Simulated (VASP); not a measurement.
# MgS (e600): single point with PBEsol

Crystal: MgS (e600).

```
CELL_PARAMETERS angstrom
0.00000 2.85396 2.78402
2.85396 0.00000 2.78402
2.85396 2.85396 0.00000
ATOMIC_POSITIONS crystal
Mg 0.00000 0.00000 0.00000
S 0.25000 0.25000 0.25000
```

```yaml
Program: VASP 6.6.1
Task: single point
Functional: PBEsol
Potentials_or_basis: VASP PAW PBE potentials, release 64 (Mg, S)
Cutoff: 600 eV
k_mesh: 6 × 6 × 6
Occupations: gaussian, width 0.01 eV
Spin: no spin polarisation
Dipole_correction: no
Further_INCAR_settings: ALGO = Normal; EDIFF = 1e-06; NBANDS = 11
```

The pressure is -0.4 GPa. The band gap on the k mesh is 3.25 eV, direct.

Stress tensor (GPa, compression positive):
```
-0.51  0.00  0.00
 0.00 -0.51  0.00
 0.00  0.00 -0.06
```

Levels at points of the mesh, in eV from the valence-band top:
```
           k point  band 1  band 2  band 3  band 4  band 5  band 6  band 7  band 8
(0.00, 0.00, 0.00)  -11.31   -0.06   -0.06    0.00    3.25    7.83    7.83    7.85
(0.50, 0.00, 0.00)  -10.62   -3.23   -0.43   -0.31    4.95    7.38    7.63    8.39
(0.50, 0.50, 0.00)  -10.37   -2.82   -1.17   -1.17    3.63    5.38   11.18   12.05
(0.50, 0.00, 0.50)  -10.41   -2.93   -1.06   -1.04    3.69    5.57   10.89   11.91
```

Wall time 13 s on 1 thread of Intel(R) Xeon(R) Platinum 8375C CPU @ 2.90GHz (Ice Lake), with other jobs on the host, peak memory 0.18 GiB.

Caveat: the PAW data sets were made with another functional, which shifts forces and pressure a little. Expect the measured gap to be larger: semilocal functionals such as PBEsol lack the derivative discontinuity.
